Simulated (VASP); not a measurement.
# Cu (Fm-3m) in VASP: notebook

The runs below take Cu through single point, relaxation of cell and atoms, with LDA.

Program: VASP 6.6.1. These are calculated values, not measurements. Logs are shortened: lines on timing, memory, paths and dates and some standing lists are left out, and cuts for length are marked.

## (1) The cell of the first run

Symmetry: Fm-3m, No. 225, cubic system. Conventional cell: a = 3.518 Å, b = 3.518 Å, c = 3.518 Å, α = 90.00°, β = 90.00°, γ = 90.00°. Cu (site symmetry m-3m) has 12 Cu at 2.49 Å within 3.3 Å.

## (2) Single point, LDA

File INCAR:

```
SYSTEM = Cu
ALGO = Fast ; EDIFF = 1E-7
ENCUT = 520 ; ISIF = 2
ISMEAR = 0 ; LASPH = .True.
LCHARG = .False. ; LREAL = .False.
LWAVE = .False. ; NBANDS = 12
NELM = 100 ; PREC = Accurate
SIGMA = 0.1
```

File KPOINTS:

```
k-points
0
Gamma
  20 20 20
  0 0 0
```

File POSCAR:

```
Cu
1.0
    0.0000000000      1.7589825853      1.7589825853
    1.7589825853      0.0000000000      1.7589825853
    1.7589825853      1.7589825853      0.0000000000
Cu
1
Direct
    0.0000000000      0.0000000000      0.0000000000
```

Potentials or basis: VASP PAW LDA potentials, release 64 (Cu).

Run with:

```
$ cat potpaw_LDA.64/Cu/POTCAR > POTCAR
$ mpirun -np 1 vasp_std > vasp.out
```

OUTCAR:

```text
SYSTEM = Cu
   EDIFF = 1E-7
   ENCUT = 520
   ISIF = 2
   ISMEAR = 0
   LASPH = .True.
   LREAL = .False.
   NELM = 100
   PREC = Accurate

 ion  position               nearest neighbor table
   1  0.000  0.000  0.000-

  LATTYP: Found a face centered cubic cell.
 ALAT       =     3.5179651706

  Lattice vectors:

 A1 = (   0.0000000000,   1.7589825853,   1.7589825853)
 A2 = (   1.7589825853,   0.0000000000,   1.7589825853)
 A3 = (   1.7589825853,   1.7589825853,   0.0000000000)

Analysis of symmetry for initial positions (statically):
=====================================================================
 Subroutine PRICEL returns:
 Original cell was already a primitive cell.

 Routine SETGRP: Setting up the symmetry group for a
 face centered cubic supercell.

 Subroutine GETGRP returns: Found 48 space group operations
 (whereof 48 operations were pure point group operations)
 out of a pool of 48 trial point group operations.

The static configuration has the point symmetry O_h .

Analysis of symmetry for dynamics (positions and initial velocities):
=====================================================================
 Subroutine PRICEL returns:
 Original cell was already a primitive cell.

 Routine SETGRP: Setting up the symmetry group for a
 face centered cubic supercell.

 Subroutine GETGRP returns: Found 48 space group operations
 (whereof 48 operations were pure point group operations)
 out of a pool of 48 trial point group operations.

The dynamic configuration has the point symmetry O_h .

 Subroutine INISYM returns: Found 48 space group operations
 (whereof 48 operations are pure point group operations),
 and found     1 'primitive' translations

----------------------------------------------------------------------------------------

                                     Primitive cell

  volume of cell :      10.8847

  direct lattice vectors                    reciprocal lattice vectors
     0.000000000  1.758982585  1.758982585    -0.284255230  0.284255230  0.284255230
     1.758982585  0.000000000  1.758982585     0.284255230 -0.284255230  0.284255230
     1.758982585  1.758982585  0.000000000     0.284255230  0.284255230 -0.284255230

  length of vectors
     2.487577028  2.487577028  2.487577028     0.492344501  0.492344501  0.492344501

  position of ions in fractional coordinates (direct lattice)
     0.000000000  0.000000000  0.000000000

  ion indices of the primitive-cell ions
   primitive index   ion index
                 1           1

----------------------------------------------------------------------------------------

 KPOINTS: k-points

Automatic generation of k-mesh.
 Grid dimensions read from file:
 generate k-points for:   20   20   20

 Generating k-lattice:

  Cartesian coordinates                     Fractional coordinates (reciprocal lattice)
    -0.014212762  0.014212762  0.014212762     0.050000000  0.000000000  0.000000000
     0.014212762 -0.014212762  0.014212762     0.000000000  0.050000000  0.000000000
     0.014212762  0.014212762 -0.014212762     0.000000000  0.000000000  0.050000000

  Length of vectors
     0.024617225  0.024617225  0.024617225

  Shift w.r.t. Gamma in fractional coordinates (k-lattice)
     0.000000000  0.000000000  0.000000000

 Subroutine IBZKPT returns following result:
 ===========================================

 Found    256 irreducible k-points:

 Following reciprocal coordinates:
            Coordinates               Weight
  0.000000  0.000000  0.000000      1.000000
  0.050000  0.000000  0.000000      8.000000
  0.100000  0.000000  0.000000      8.000000
  0.150000  0.000000  0.000000      8.000000
  0.200000  0.000000  0.000000      8.000000
  0.250000  0.000000  0.000000      8.000000
[... 16 lines left out ...]
 -0.400000  0.050000  0.000000     24.000000
 -0.350000  0.050000  0.000000     24.000000
 [... further k-points ...]
   k-points           NKPTS =    256   k-points in BZ     NKDIM =    256   number of bands    NBANDS=     12
   number of dos      NEDOS =    301   number of ions     NIONS =      1
   total plane-waves  NPLWV =   8000
   dimension x,y,z NGX =    20 NGY =   20 NGZ =   20
   dimension x,y,z NGXF=    40 NGYF=   40 NGZF=   40
   ions per type =               1
   NGX,Y,Z   is equivalent  to a cutoff of  13.37, 13.37, 13.37 a.u.
   NGXF,Y,Z  is equivalent  to a cutoff of  26.73, 26.73, 26.73 a.u.
 SYSTEM =  Cu
   PREC   = accura    normal or accurate (medium, high low for compatibility)
   ISTART =      0    job   : 0-new  1-cont  2-samecut
   ICHARG =      2    charge: 1-file 2-atom 10-const
   ISPIN  =      1    spin polarized calculation?
   LNONCOLLINEAR =      F non collinear calculations
   LSORBIT =      F    spin-orbit coupling
   LASPH  =      T    aspherical Exc in radial PAW
   ENCUT  =  520.0 eV  38.22 Ry    6.18 a.u.   4.63  4.63  4.63*2*pi/ulx,y,z
   NELM   =    100;   NELMIN=  2; NELMDL= -5     # of ELM steps
   EDIFF  = 0.1E-06   stopping-criterion for ELM
   LREAL  =      F    real-space projection
   EDIFFG = 0.1E-05   stopping-criterion for IOM
   NSW    =      0    number of steps for IOM
   IBRION =     -1    ionic relax: 0-MD 1-quasi-New 2-CG
   NFREE  =      0    steps in history (QN), initial steepest desc. (CG)
   ISIF   =      2    stress and relaxation
   ISYM   =      2    0-nonsym 1-usesym 2-fastsym
   POTIM  = 0.5000    time-step for ionic-motion
   TEBEG  =    0.0;   TEEND  =   0.0 temperature during run
   PSTRESS=    0.0 pullay stress
   NELECT =      11.0000    total number of electrons
   NUPDOWN=      -1.0000    fix difference up-down
   EMIN   =  10.00;   EMAX   =-10.00  energy-range for DOS
   EFERMI =   0.00;   METHOD = LEGACY
   ISMEAR =     0;   SIGMA  =   0.10  broadening in eV -4-tet -1-fermi 0-gaus
   EFERMI_NEDOS =   21; number of points for ismear=-14 and -15
   IALGO  =     68    algorithm
   IMIX   =      4    mixing-type and parameters
     AMIX     =   0.40;   BMIX     =  1.00
     AMIX_MAG =   1.60;   BMIX_MAG =  1.00
  volume/ion in A,a.u.               =      10.88        73.45
  Fermi-wavevector in a.u.,A,eV,Ry     =   1.642861  3.104557 36.722025  2.698993
  Thomas-Fermi vector in A             =   2.733092
   LORBIT       =      0    0 simple, 1 ext, 2 COOP (PROOUT), +10 PAW based schemes
   GGA     = CA    functional components
   LHFCALC =     F    Hartree Fock is set to
   AEXX    =    0.0000 exact exchange contribution
   IVDW    =     0    specifies the selected vdW correction
   LEPSILON=     F    determine dielectric tensor
   LRPA    =     F    only Hartree local field effects (RPA)
 non-spin polarized calculation
 RMM-DIIS sequential band-by-band and
 Gauss-broadening in eV      SIGMA  =   0.10
  energy-cutoff  :      520.00
  volume of cell :       10.88
 maximum number of plane-waves:       305
   NGX =  9   NGY =  9   NGZ =  9

 number of electron      10.9999998 magnetization

 Free energy of the ion-electron system (eV)
  ---------------------------------------------------
  ext. energy  EPLUGINS =         0.00000000
  ---------------------------------------------------
  free energy    TOTEN  =        -4.70901462 eV

  energy without entropy =       -4.70776501  energy(sigma->0) =       -4.70838981

 E-fermi :   8.3822     XC(G=0): -13.5864

 val. band max:        8.3259569059   @ k =   0.4500   0.3000   0.0000
 cond. band min:       8.3929454084   @ k =   0.5000   0.2500   0.1000
 fundamental gap:      0.0669885025
 Fermi energy:         8.3821601440

 k-point     1 :       0.0000    0.0000    0.0000
  band No.  band energies     occupation
      1      -1.5800      2.00000
      2       5.0721      2.00000
      3       5.0721      2.00000
      4       5.0721      2.00000
      5       6.0226      2.00000
      6       6.0226      2.00000
      7      31.7308      0.00000
      8      34.8542      0.00000
      9      34.8542      0.00000
     10      34.8542      0.00000
     11      37.4730      0.00000
     12      37.4730      0.00000

 k-point     2 :       0.0500    0.0000    0.0000
  band No.  band energies     occupation
      1      -1.4833      2.00000
      2       5.0496      2.00000
      3       5.0919      2.00000
      4       5.0919      2.00000
      5       6.0145      2.00000
      6       6.0145      2.00000
      7      31.2991      0.00000
      8      33.5289      0.00000
      9      34.5498      0.00000
     10      34.5498      0.00000
     11      37.9062      0.00000
     12      37.9062      0.00000

 k-point     3 :       0.1000    0.0000    0.0000
  band No.  band energies     occupation
      1      -1.1960      2.00000
      2       4.9875      2.00000
      3       5.1451      2.00000
      4       5.1451      2.00000
      5       5.9961      2.00000
      6       5.9961      2.00000
      7      29.3947      0.00000
      8      32.6803      0.00000
      9      33.9539      0.00000
     10      33.9539      0.00000
     11      38.8474      0.00000
     12      38.8513      0.00000
[... 286 lines left out ...]
 k-point    23 :      -0.4000    0.0500    0.0000
  band No.  band energies     occupation
      1       2.7069      2.00000
      2       5.0483      2.00000
      3       5.1014      2.00000
      4       5.8660      2.00000
      5       6.5244      2.00000
      6       7.0152      2.00000
      7      14.2605      0.00000
      8      29.1565      0.00000
      9      31.1221      0.00000
     10      32.0209      0.00000
     11      35.0001      0.00000
     12      36.4412      0.00000

 k-point    24 :      -0.3500    0.0500    0.0000
  band No.  band energies     occupation
      1       2.3700      2.00000
      2       5.1056      2.00000
      3       5.1514      2.00000
      4       5.2912      2.00000
      5       6.3765      2.00000
      6       6.6931      2.00000
      7      16.1732      0.00000
      8      29.1242      0.00000
      9      31.5138      0.00000
     10      32.7969      0.00000
     11      35.0696      0.00000
     12      36.9176      0.00000

 [... further k-points ...]
[... 5 lines left out ...]
  --------------------------------------------------------------------------------------
  -------------------------------------------------------------------------------------
  Total        0.0600111      0.0600111      0.0600111      0.0000000     -0.0000000      0.0000000
  in kB        8.8333894      8.8333894      8.8333894      0.0000000     -0.0000000      0.0000000
  external PRESSURE =       8.8333894 kB  Pullay stress =       0.0000000 kB

 VOLUME and BASIS-vectors are now :
 -----------------------------------------------------------------------------
  energy-cutoff  :      520.00
  volume of cell :       10.88
      direct lattice vectors                 reciprocal lattice vectors
     0.000000000  1.758982585  1.758982585    -0.284255230  0.284255230  0.284255230
     1.758982585  0.000000000  1.758982585     0.284255230 -0.284255230  0.284255230
     1.758982585  1.758982585  0.000000000     0.284255230  0.284255230 -0.284255230

 POSITION                                       TOTAL-FORCE (eV/Angst)
 -----------------------------------------------------------------------------------
      0.00000      0.00000      0.00000        -0.000000     -0.000000     -0.000000
 -----------------------------------------------------------------------------------
    total drift:                                0.000000      0.000000      0.000000

  FREE ENERGIE OF THE ION-ELECTRON SYSTEM (eV)
  ---------------------------------------------------
  free  energy   TOTEN  =        -4.7090146155 eV

  energy  without entropy=       -4.7077650090  energy(sigma->0) =       -4.70838981
```

Run time: 50 s. Hardware: 1 thread of Intel Xeon Platinum 8259CL at 2.50GHz (Skylake/Cascade Lake), shared host; peak memory 0.14 GiB.

Results:

* Free energy: -4.7090 eV
* Pressure: 0.9 GPa

## (3) Relaxation of cell and atoms, LDA

File INCAR:

```
  PREC = Accurate
  ENCUT = 600
  EDIFF = 1E-6
  ISMEAR = 0
  SIGMA = 0.1
  LREAL = False
  LASPH = True
  NELM = 80
  ALGO = Normal
  ISIF = 3
  LWAVE = False
  LCHARG = False
  GGA = CA
  IBRION = 2
  NSW = 100
  EDIFFG = -0.005
```

File KPOINTS:

```
regular mesh
0
Gamma
  20 20 20
```

File POSCAR:

```
Cu
1.0
    0.0000000000      1.7593401034      1.7593401034
    1.7593401034      0.0000000000      1.7593401034
    1.7593401034      1.7593401034      0.0000000000
Cu
1
Direct
    0.0000000000      0.0000000000      0.0000000000
```

Potentials or basis: VASP PAW LDA potentials, release 64 (Cu).

Run with:

```
$ cat potpaw_LDA.64/Cu/POTCAR > POTCAR
$ mpirun -np 1 vasp_std > vasp.out
```

OUTCAR:

```text
PREC = Accurate
   ENCUT = 600
   EDIFF = 1E-6
   ISMEAR = 0
   LREAL = False
   LASPH = True
   NELM = 80
   ISIF = 3
   GGA = CA
   IBRION = 2
   NSW = 100
   EDIFFG = -0.005

 ion  position               nearest neighbor table
   1  0.000  0.000  0.000-

  LATTYP: Found a face centered cubic cell.
 ALAT       =     3.5186802068

  Lattice vectors:

 A1 = (   0.0000000000,   1.7593401034,   1.7593401034)
 A2 = (   1.7593401034,   0.0000000000,   1.7593401034)
 A3 = (   1.7593401034,   1.7593401034,   0.0000000000)

Analysis of symmetry for initial positions (statically):
=====================================================================
 Subroutine PRICEL returns:
[... 246 lines left out ...]
  free energy    TOTEN  =        -4.70922032 eV

  energy without entropy =       -4.70796963  energy(sigma->0) =       -4.70859497

 E-fermi :   8.3132     XC(G=0): -13.5567

 val. band max:        8.2570184837   @ k =   0.4500   0.3000   0.0000
 cond. band min:       8.3223191481   @ k =   0.5000   0.2500   0.1000
 fundamental gap:      0.0653006644
 Fermi energy:         8.3131507964

 k-point     1 :       0.0000    0.0000    0.0000
  band No.  band energies     occupation
      1      -1.6078      2.00000
      2       5.0208      2.00000
      3       5.0208      2.00000
      4       5.0208      2.00000
      5       5.9641      2.00000
      6       5.9641      2.00000
      7      31.6245      0.00000
      8      34.7072      0.00000
      9      34.7072      0.00000
[... 265 lines left out ...]
 k-point    24 :      -0.3500    0.0500    0.0000
  band No.  band energies     occupation
      1       2.3323      2.00000
      2       5.0543      2.00000
      3       5.0998      2.00000
      4       5.2406      2.00000
      5       6.3154      2.00000
      6       6.6301      2.00000
      7      16.0735      0.00000
      8      28.9996      0.00000
      9      31.3890      0.00000

 [... further k-points ...]
[... 5 lines left out ...]
  --------------------------------------------------------------------------------------
  -------------------------------------------------------------------------------------
  Total       -0.0006125     -0.0006125     -0.0006125     -0.0000000     -0.0000000      0.0000000
  in kB       -0.0897048     -0.0897048     -0.0897048     -0.0000000     -0.0000000      0.0000000
  external PRESSURE =      -0.0897048 kB  Pullay stress =       0.0000000 kB
[... 16 lines left out ...]
  FREE ENERGIE OF THE ION-ELECTRON SYSTEM (eV)
  ---------------------------------------------------
  free  energy   TOTEN  =        -4.7092203173 eV

  energy  without entropy=       -4.7079696276  energy(sigma->0) =       -4.70859497

 reached required accuracy - stopping structural energy minimisation
```

CONTCAR:

```text
Cu
   1.00000000000000
    -0.0000000000000000    1.7618949844425902    1.7618949844425902
     1.7618949844425902    0.0000000000000000    1.7618949844425902
     1.7618949844425902    1.7618949844425902   -0.0000000000000000
  Cu
     1
Direct
     0.0000000000000000    0.0000000000000000    0.0000000000000000

  0.00000000E+00  0.00000000E+00  0.00000000E+00
```

Run time: 52 s. Hardware: 1 thread of Intel Xeon Platinum 8259CL at 2.50GHz (Skylake/Cascade Lake), shared host; peak memory 0.15 GiB.

Results:

```yaml
Free_energy: -4.7092 eV
Relaxed_volume: 10.94 Å³/atom
Relaxed_cell: a = 2.492 Å, b = 2.492 Å, c = 2.492 Å, α = 60.00°, β = 60.00°, γ = 60.00°
Space_group_after_relaxing_to_0.05_Å: Fm-3m (No. 225)
Energy_gained_by_relaxing: 0.1 meV/atom
Ionic_steps: 3
Pressure_after_relaxing: 0.0 GPa
```

The path:
```
step  energy change (eV)  largest force (eV/Å)  pressure (GPa)  volume (Å³)
   1              0.0000                0.0000            0.86        10.89
   2              0.0000                0.0000           -0.54        10.98
   3             -0.0001                0.0000           -0.01        10.94
```

Final structure:
```xyz
1
Lattice="0.0000 1.7619 1.7619 1.7619 0.0000 1.7619 1.7619 1.7619 0.0000" Properties=species:S:1:pos:R:3 pbc="T T T"
Cu    0.0000    0.0000    0.0000
```

Levels at points of the mesh, in eV from the Fermi level:
```
           k point  band 4  band 5  band 6  band 7  band 8  band 9
(0.00, 0.00, 0.00)   -3.29   -2.35   -2.35   23.31   26.39   26.39
(0.50, 0.00, 0.00)   -1.71   -1.71   -1.18    4.15   21.79   23.15
(0.50, 0.50, 0.00)   -1.55   -1.55    1.46    7.69   13.63   13.63
```
